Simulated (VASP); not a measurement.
# TaMoAu (P4/mmm) in VASP: a series of runs

Runs on TaMoAu. Level: PBE. Tasks: single point, relaxation of cell and atoms.

Everything below comes from runs of VASP 6.6.1. Logs are shortened: lines on timing, memory, paths and dates and some standing lists are left out, and cuts for length are marked.

### 1 The cell of the first run

The structure is tetragonal, space group P4/mmm (No. 123). Conventional cell: a = 3.579 Å, b = 3.579 Å, c = 5.299 Å, α = 90.00°, β = 90.00°, γ = 90.00°. Within 3.3 Å of Ta (site symmetry 4/mmm) lie 4 Mo at 2.53 Å. Within 3.3 Å of Mo (site symmetry 4/mmm) lie 4 Ta at 2.53 Å and 2 Au at 2.65 Å. Within 3.5 Å of Au (site symmetry 4/mmm) lie 2 Mo at 2.65 Å.

### 2 Single point, PBE

File INCAR:

```
SYSTEM = TaMoAu
ALGO     = Normal         ! electronic algorithm
EDIFF    = 1E-6           ! SCF threshold, eV
ENCUT    = 520            ! plane-wave cutoff, eV
GGA      = PE             ! functional
ISIF     = 2              ! what is computed and relaxed
ISMEAR   = 0              ! smearing method
LASPH    = .TRUE.         ! aspherical terms in the spheres
LCHARG   = .FALSE.        ! write CHGCAR
LREAL    = .FALSE.        ! projectors in reciprocal space
LWAVE    = .FALSE.        ! write WAVECAR
NBANDS   = 25             ! bands
NELM     = 100            ! most SCF steps
PREC     = Accurate       ! precision mode
SIGMA    = 0.1            ! smearing width, eV
```

File KPOINTS:

```
k-points
0
G
  14 14 10
  0 0 0
```

File POSCAR:

```
TaMoAu
1.0
    3.5787870382      0.0000000000      0.0000000000
    0.0000000000      3.5787870382      0.0000000000
    0.0000000000      0.0000000000      5.2988100931
Ta Mo Au
1 1 1
Direct
    0.5000000000      0.5000000000      0.5000000000
    0.0000000000      0.0000000000      0.5000000000
    0.0000000000      0.0000000000      0.0000000000
```

Potentials or basis: VASP PAW PBE potentials, release 64 (Ta_pv, Mo_sv, Au).

Command:

```console
$ cat potpaw_PBE.64/Ta_pv/POTCAR potpaw_PBE.64/Mo_sv/POTCAR potpaw_PBE.64/Au/POTCAR > POTCAR
$ mpirun -np 1 vasp_std > vasp.out
```

OUTCAR:

```text
SYSTEM = TaMoAu
   EDIFF = 1E-6
   ENCUT = 520
   GGA = PE
   ISIF = 2
   ISMEAR = 0
   LASPH = .TRUE.
   LREAL = .FALSE.
   NELM = 100
   PREC = Accurate

 ion  position               nearest neighbor table
   1  0.500  0.500  0.500-   2 2.53   2 2.53   2 2.53   2 2.53
   2  0.000  0.000  0.500-   1 2.53   1 2.53   1 2.53   1 2.53   3 2.65   3 2.65
   3  0.000  0.000  0.000-   2 2.65   2 2.65

  LATTYP: Found a simple tetragonal cell.
 ALAT       =     3.5787870382
 C/A-ratio  =     1.4806162078

  Lattice vectors:

 A1 = (   3.5787870382,   0.0000000000,   0.0000000000)
 A2 = (   0.0000000000,   3.5787870382,   0.0000000000)
 A3 = (   0.0000000000,   0.0000000000,   5.2988100931)

Analysis of symmetry for initial positions (statically):
=====================================================================
 Subroutine PRICEL returns:
 Original cell was already a primitive cell.

 Routine SETGRP: Setting up the symmetry group for a
 simple tetragonal supercell.

 Subroutine GETGRP returns: Found 16 space group operations
 (whereof 16 operations were pure point group operations)
 out of a pool of 16 trial point group operations.

The static configuration has the point symmetry D_4h.

Analysis of symmetry for dynamics (positions and initial velocities):
=====================================================================
 Subroutine PRICEL returns:
 Original cell was already a primitive cell.

 Routine SETGRP: Setting up the symmetry group for a
 simple tetragonal supercell.

 Subroutine GETGRP returns: Found 16 space group operations
 (whereof 16 operations were pure point group operations)
 out of a pool of 16 trial point group operations.

The dynamic configuration has the point symmetry D_4h.

 Subroutine INISYM returns: Found 16 space group operations
 (whereof 16 operations are pure point group operations),
 and found     1 'primitive' translations

----------------------------------------------------------------------------------------

                                     Primitive cell

  volume of cell :      67.8657

  direct lattice vectors                    reciprocal lattice vectors
     3.578787038  0.000000000  0.000000000     0.279424282  0.000000000  0.000000000
     0.000000000  3.578787038  0.000000000     0.000000000  0.279424282  0.000000000
     0.000000000  0.000000000  5.298810093     0.000000000  0.000000000  0.188721615

  length of vectors
     3.578787038  3.578787038  5.298810093     0.279424282  0.279424282  0.188721615

  position of ions in fractional coordinates (direct lattice)
     0.500000000  0.500000000  0.500000000
     0.000000000  0.000000000  0.500000000
     0.000000000  0.000000000  0.000000000

  ion indices of the primitive-cell ions
   primitive index   ion index
                 1           1
                 2           2
                 3           3

----------------------------------------------------------------------------------------

 KPOINTS: k-points

Automatic generation of k-mesh.
 Grid dimensions read from file:
 generate k-points for:   14   14   10

 Generating k-lattice:

  Cartesian coordinates                     Fractional coordinates (reciprocal lattice)
     0.019958877  0.000000000  0.000000000     0.071428571  0.000000000  0.000000000
     0.000000000  0.019958877  0.000000000     0.000000000  0.071428571  0.000000000
     0.000000000  0.000000000  0.018872162     0.000000000  0.000000000  0.100000000

  Length of vectors
     0.019958877  0.019958877  0.018872162

  Shift w.r.t. Gamma in fractional coordinates (k-lattice)
     0.000000000  0.000000000  0.000000000

 Subroutine IBZKPT returns following result:
 ===========================================

 Found    216 irreducible k-points:

 Following reciprocal coordinates:
            Coordinates               Weight
  0.000000  0.000000  0.000000      1.000000
  0.071429  0.000000  0.000000      4.000000
  0.142857  0.000000  0.000000      4.000000
  0.214286  0.000000  0.000000      4.000000
  0.285714  0.000000  0.000000      4.000000
  0.357143  0.000000  0.000000      4.000000
[... 16 lines left out ...]
  0.285714  0.214286  0.000000      8.000000
  0.357143  0.214286  0.000000      8.000000
 [... further k-points ...]
   k-points           NKPTS =    216   k-points in BZ     NKDIM =    216   number of bands    NBANDS=     25
   number of dos      NEDOS =    301   number of ions     NIONS =      3
   total plane-waves  NPLWV =  31360
   dimension x,y,z NGX =    28 NGY =   28 NGZ =   40
   dimension x,y,z NGXF=    56 NGYF=   56 NGZF=   80
   ions per type =               1   1   1
   NGX,Y,Z   is equivalent  to a cutoff of  13.01, 13.01, 12.55 a.u.
   NGXF,Y,Z  is equivalent  to a cutoff of  26.01, 26.01, 25.10 a.u.
 SYSTEM =  TaMoAu
   PREC   = accura    normal or accurate (medium, high low for compatibility)
   ISTART =      0    job   : 0-new  1-cont  2-samecut
   ICHARG =      2    charge: 1-file 2-atom 10-const
   ISPIN  =      1    spin polarized calculation?
   LNONCOLLINEAR =      F non collinear calculations
   LSORBIT =      F    spin-orbit coupling
   LASPH  =      T    aspherical Exc in radial PAW
   ENCUT  =  520.0 eV  38.22 Ry    6.18 a.u.   6.65  6.65  9.85*2*pi/ulx,y,z
   NELM   =    100;   NELMIN=  2; NELMDL= -5     # of ELM steps
   EDIFF  = 0.1E-05   stopping-criterion for ELM
   LREAL  =      F    real-space projection
   EDIFFG = 0.1E-04   stopping-criterion for IOM
   NSW    =      0    number of steps for IOM
   IBRION =     -1    ionic relax: 0-MD 1-quasi-New 2-CG
   NFREE  =      0    steps in history (QN), initial steepest desc. (CG)
   ISIF   =      2    stress and relaxation
   ISYM   =      2    0-nonsym 1-usesym 2-fastsym
   POTIM  = 0.5000    time-step for ionic-motion
   TEBEG  =    0.0;   TEEND  =   0.0 temperature during run
   PSTRESS=    0.0 pullay stress
   NELECT =      36.0000    total number of electrons
   NUPDOWN=      -1.0000    fix difference up-down
   EMIN   =  10.00;   EMAX   =-10.00  energy-range for DOS
   EFERMI =   0.00;   METHOD = LEGACY
   ISMEAR =     0;   SIGMA  =   0.10  broadening in eV -4-tet -1-fermi 0-gaus
   EFERMI_NEDOS =   21; number of points for ismear=-14 and -15
   IALGO  =     38    algorithm
   IMIX   =      4    mixing-type and parameters
     AMIX     =   0.40;   BMIX     =  1.00
     AMIX_MAG =   1.60;   BMIX_MAG =  1.00
  volume/ion in A,a.u.               =      22.62       152.66
  Fermi-wavevector in a.u.,A,eV,Ry     =   1.325233  2.504328 23.895137  1.756243
  Thomas-Fermi vector in A             =   2.454709
   LORBIT       =      0    0 simple, 1 ext, 2 COOP (PROOUT), +10 PAW based schemes
   GGA     = PE    functional components
   LHFCALC =     F    Hartree Fock is set to
   AEXX    =    0.0000 exact exchange contribution
   IVDW    =     0    specifies the selected vdW correction
   LEPSILON=     F    determine dielectric tensor
   LRPA    =     F    only Hartree local field effects (RPA)
 non-spin polarized calculation
 Gauss-broadening in eV      SIGMA  =   0.10
  energy-cutoff  :      520.00
  volume of cell :       67.87
 maximum number of plane-waves:      1852
 NGX is ok and might be reduce to    28
   NGX = 13   NGY = 13   NGZ = 19

 number of electron      36.0000001 magnetization

 Free energy of the ion-electron system (eV)
  ---------------------------------------------------
  ext. energy  EPLUGINS =         0.00000000
  ---------------------------------------------------
  free energy    TOTEN  =       -22.04925607 eV

  energy without entropy =      -22.03269463  energy(sigma->0) =      -22.04097535

 E-fermi :   5.4809     XC(G=0): -10.9955

 val. band max:        5.4763834737   @ k =   0.5000   0.3571   0.0000
 cond. band min:       5.4818287107   @ k =   0.3571   0.0714   0.1000
 fundamental gap:      0.0054452370
 Fermi energy:         5.4809338180

 k-point     1 :       0.0000    0.0000    0.0000
  band No.  band energies     occupation
      1     -54.7722      2.00000
      2     -29.8314      2.00000
      3     -29.8314      2.00000
      4     -29.3148      2.00000
      5     -28.7330      2.00000
      6     -28.1177      2.00000
[... 17 lines left out ...]
     24      11.6220      0.00000
     25      12.4174      0.00000

 k-point     2 :       0.0714    0.0000    0.0000
  band No.  band energies     occupation
      1     -54.7723      2.00000
      2     -29.8147      2.00000
      3     -29.8121      2.00000
      4     -29.3097      2.00000
      5     -28.7379      2.00000
      6     -28.1450      2.00000
[... 17 lines left out ...]
     24      11.4639      0.00000
     25      12.2123      0.00000

 k-point     3 :       0.1429    0.0000    0.0000
  band No.  band energies     occupation
      1     -54.7725      2.00000
      2     -29.7650      2.00000
      3     -29.7550      2.00000
      4     -29.2948      2.00000
      5     -28.7520      2.00000
      6     -28.2246      2.00000
[... 17 lines left out ...]
     24      11.2816      0.00000
     25      11.6258      0.00000

 k-point     4 :       0.2143    0.0000    0.0000
  band No.  band energies     occupation
      1     -54.7728      2.00000
      2     -29.6829      2.00000
      3     -29.6620      2.00000
      4     -29.2718      2.00000
      5     -28.7740      2.00000
      6     -28.3495      2.00000
[... 17 lines left out ...]
     24      10.6245      0.00000
     25      10.8498      0.00000
[... 477 lines left out ...]
 k-point    22 :       0.2143    0.2143    0.0000
  band No.  band energies     occupation
      1     -54.7721      2.00000
      2     -29.9480      2.00000
      3     -29.2403      2.00000
      4     -29.1344      2.00000
      5     -28.9501      2.00000
      6     -28.8018      2.00000
[... 17 lines left out ...]
     24       9.7102      0.00000
     25      10.5488      0.00000

 k-point    23 :       0.2857    0.2143    0.0000
  band No.  band energies     occupation
      1     -54.7718      2.00000
      2     -29.9586      2.00000
      3     -29.2203      2.00000
      4     -29.1720      2.00000
      5     -28.9289      2.00000
      6     -28.8198      2.00000
[... 17 lines left out ...]
     24      10.0851      0.00000
     25      10.2916      0.00000

 k-point    24 :       0.3571    0.2143    0.0000
  band No.  band energies     occupation
      1     -54.7714      2.00000
      2     -29.9249      2.00000
      3     -29.3823      2.00000
      4     -29.2006      2.00000
      5     -28.8376      2.00000
      6     -28.7244      2.00000
[... 17 lines left out ...]
     24       9.6884      0.00000
     25      10.9963      0.00000

 [... further k-points ...]
[... 5 lines left out ...]
  --------------------------------------------------------------------------------------
  -------------------------------------------------------------------------------------
  Total        0.1158684      0.1158684      0.0283182      0.0000000      0.0000000      0.0000000
  in kB        2.7354305      2.7354305      0.6685390      0.0000000      0.0000000      0.0000000
  external PRESSURE =       2.0464667 kB  Pullay stress =       0.0000000 kB

 VOLUME and BASIS-vectors are now :
 -----------------------------------------------------------------------------
  energy-cutoff  :      520.00
  volume of cell :       67.87
      direct lattice vectors                 reciprocal lattice vectors
     3.578787038  0.000000000  0.000000000     0.279424282  0.000000000  0.000000000
     0.000000000  3.578787038  0.000000000     0.000000000  0.279424282  0.000000000
     0.000000000  0.000000000  5.298810093     0.000000000  0.000000000  0.188721615

 POSITION                                       TOTAL-FORCE (eV/Angst)
 -----------------------------------------------------------------------------------
      1.78939      1.78939      2.64941         0.000000      0.000000      0.000000
      0.00000      0.00000      2.64941         0.000000      0.000000      0.000000
      0.00000      0.00000      0.00000         0.000000      0.000000      0.000000
 -----------------------------------------------------------------------------------
    total drift:                                0.000000      0.000000      0.000000

  FREE ENERGIE OF THE ION-ELECTRON SYSTEM (eV)
  ---------------------------------------------------
  free  energy   TOTEN  =       -22.0492560737 eV

  energy  without entropy=      -22.0326946281  energy(sigma->0) =      -22.04097535
```

It took 2.6 min on 1 thread of AMD EPYC 9R45 (Zen 5), shared host; peak memory 0.46 GiB.

What came out:

```yaml
Free_energy: -22.0493 eV
Pressure: 0.2 GPa
Band_gap_on_the_k_mesh: zero (band 18 reaches 6.78 eV, above the bottom of band 19 at 4.24 eV)
```

Stress tensor (GPa, compression positive):
```
0.27 0.00 0.00
0.00 0.27 0.00
0.00 0.00 0.07
```

Caveat: spin-orbit coupling is left out, which moves the levels of the heavy elements.

### 3 Relaxation of cell and atoms, PBE

File INCAR:

```
SYSTEM = TaMoAu
  PREC = Accurate
  ENCUT = 600
  EDIFF = 1E-7
  ISMEAR = 0
  SIGMA = 0.1
  LREAL = .FALSE.
  LASPH = .TRUE.
  NELM = 100
  ALGO = Normal
  ISIF = 3
  LWAVE = .FALSE.
  LCHARG = .FALSE.
  GGA = PE
  IBRION = 2
  NSW = 100
  EDIFFG = -0.01
```

File KPOINTS:

```
Automatic mesh
0
G
  14 14 10
  0 0 0
```

File POSCAR:

```
TaMoAu
1.0
    3.5793693628      0.0000000000      0.0000000000
    0.0000000000      3.5793693628      0.0000000000
    0.0000000000      0.0000000000      5.3046477341
Ta Mo Au
1 1 1
Direct
    0.5000000000      0.5000000000      0.5000000000
    0.0000000000      0.0000000000      0.5000000000
    0.0000000000      0.0000000000      0.0000000000
```

Potentials or basis: VASP PAW PBE potentials, release 64 (Ta_pv, Mo_sv, Au).

Command:

```console
$ cat potpaw_PBE.64/Ta_pv/POTCAR potpaw_PBE.64/Mo_sv/POTCAR potpaw_PBE.64/Au/POTCAR > POTCAR
$ mpirun -np 1 vasp_std > vasp.out
```

OUTCAR:

```text
SYSTEM = TaMoAu
   PREC = Accurate
   ENCUT = 600
   EDIFF = 1E-7
   ISMEAR = 0
   LREAL = .FALSE.
   LASPH = .TRUE.
   NELM = 100
   ISIF = 3
   GGA = PE
   IBRION = 2
   NSW = 100
   EDIFFG = -0.01

 ion  position               nearest neighbor table
   1  0.500  0.500  0.500-   2 2.53   2 2.53   2 2.53   2 2.53
   2  0.000  0.000  0.500-   1 2.53   1 2.53   1 2.53   1 2.53   3 2.65   3 2.65
   3  0.000  0.000  0.000-   2 2.65   2 2.65

  LATTYP: Found a simple tetragonal cell.
 ALAT       =     3.5793693628
 C/A-ratio  =     1.4820062409

  Lattice vectors:

 A1 = (   3.5793693628,   0.0000000000,   0.0000000000)
 A2 = (   0.0000000000,   3.5793693628,   0.0000000000)
 A3 = (   0.0000000000,   0.0000000000,   5.3046477341)

Analysis of symmetry for initial positions (statically):
=====================================================================
 Subroutine PRICEL returns:
 Original cell was already a primitive cell.

 Routine SETGRP: Setting up the symmetry group for a
 simple tetragonal supercell.

[... 168 lines left out ...]
  free energy    TOTEN  =       -22.04940724 eV

  energy without entropy =      -22.03284367  energy(sigma->0) =      -22.04112545

------------------------ aborting loop because EDIFF is reached ----------------------------------------

  FORCE on cell =-STRESS in cart. coord.  units (eV):
  Direction    XX          YY          ZZ          XY          YZ          ZX
  --------------------------------------------------------------------------------------
  -------------------------------------------------------------------------------------
  Total        0.0820414      0.0820414     -0.0754340      0.0000000      0.0000000     -0.0000000
  in kB        1.9340783      1.9340783     -1.7783124      0.0000000      0.0000000     -0.0000000
  external PRESSURE =       0.6966147 kB  Pullay stress =       0.0000000 kB
[... 98 lines left out ...]
--------------------------------------- Ionic step        4  -------------------------------------------

 number of electron      36.0000003 magnetization

 Free energy of the ion-electron system (eV)
  ---------------------------------------------------
  ext. energy  EPLUGINS =         0.00000000
  ---------------------------------------------------
  free energy    TOTEN  =       -22.04949903 eV

  energy without entropy =      -22.03283119  energy(sigma->0) =      -22.04116511

 E-fermi :   5.4669     XC(G=0): -10.9881

 val. band max:        5.4608517373   @ k =   0.5000   0.3571   0.0000
 cond. band min:       5.4696298475   @ k =   0.4286   0.2143   0.5000
 fundamental gap:      0.0087781102
 Fermi energy:         5.4669356771

 k-point     1 :       0.0000    0.0000    0.0000
  band No.  band energies     occupation
      1     -54.7868      2.00000
      2     -29.8410      2.00000
      3     -29.8410      2.00000
      4     -29.3311      2.00000
      5     -28.7509      2.00000
      6     -28.1382      2.00000
[... 589 lines left out ...]
     21       7.0209      0.00000
     22       8.5368      0.00000

 [... further k-points ...]
[... 5 lines left out ...]
  --------------------------------------------------------------------------------------
  -------------------------------------------------------------------------------------
  Total        0.0102291      0.0102291      0.0213347      0.0000000     -0.0000000     -0.0000000
  in kB        0.2411330      0.2411330      0.5029259      0.0000000     -0.0000000     -0.0000000
  external PRESSURE =       0.3283973 kB  Pullay stress =       0.0000000 kB
[... 18 lines left out ...]
  FREE ENERGIE OF THE ION-ELECTRON SYSTEM (eV)
  ---------------------------------------------------
  free  energy   TOTEN  =       -22.0494990332 eV

  energy  without entropy=      -22.0328311852  energy(sigma->0) =      -22.04116511

 reached required accuracy - stopping structural energy minimisation
```

Wall time 8 min (1 thread of AMD EPYC 9R45 (Zen 5), shared host); peak memory 0.54 GiB.

Results:

| Property | Result |
| --- | --- |
| Free energy | -22.0495 eV |
| Energy gained by relaxing | 0.0 meV/atom |
| Ionic steps | 4 |
| Pressure after relaxing | 0.0 GPa |
| Band gap on the k mesh | zero (band 18 reaches 6.76 eV, above the bottom of band 19 at 4.23 eV) |

Final structure:
```cif
data_structure
_symmetry_space_group_name_H-M 'P 1'
_symmetry_Int_Tables_number 1
_cell_length_a 3.5816
_cell_length_b 3.5816
_cell_length_c 5.2982
_cell_angle_alpha 90.000
_cell_angle_beta 90.000
_cell_angle_gamma 90.000
_cell_volume 67.97
loop_
_atom_site_label
_atom_site_type_symbol
_atom_site_fract_x
_atom_site_fract_y
_atom_site_fract_z
_atom_site_occupancy
Ta1 Ta 0.50000 0.50000 0.50000 1
Mo1 Mo 0.00000 0.00000 0.50000 1
Au1 Au 0.00000 0.00000 0.00000 1
```

Levels at points of the mesh, in eV from the Fermi level:
| k point | band 14 | band 15 | band 16 | band 17 | band 18 | band 19 | band 20 | band 21 | band 22 |
| --- | --- | --- | --- | --- | --- | --- | --- | --- | --- |
| (0.00, 0.00, 0.00) | -3.57 | -3.26 | -2.45 | -0.15 | -0.15 | 0.45 | 2.59 | 3.86 | 3.86 |
| (0.50, 0.00, 0.00) | -1.80 | -1.01 | -0.94 | -0.21 | 0.04 | 0.32 | 0.93 | 1.16 | 1.44 |
| (0.50, 0.50, 0.00) | -2.18 | -1.05 | -1.05 | -0.06 | 1.09 | 1.09 | 1.30 | 1.36 | 2.92 |
| (0.00, 0.00, 0.50) | -3.13 | -3.13 | -2.52 | -1.91 | -1.24 | -1.24 | 2.42 | 3.78 | 3.78 |
| (0.50, 0.00, 0.50) | -1.99 | -1.61 | -1.39 | -0.58 | -0.01 | 0.27 | 1.08 | 1.35 | 1.56 |
| (0.50, 0.50, 0.50) | -3.08 | -2.33 | -2.18 | -0.15 | 0.80 | 1.20 | 1.35 | 2.92 | 3.29 |

Caveat: spin-orbit coupling is left out, which moves the levels of the heavy elements.
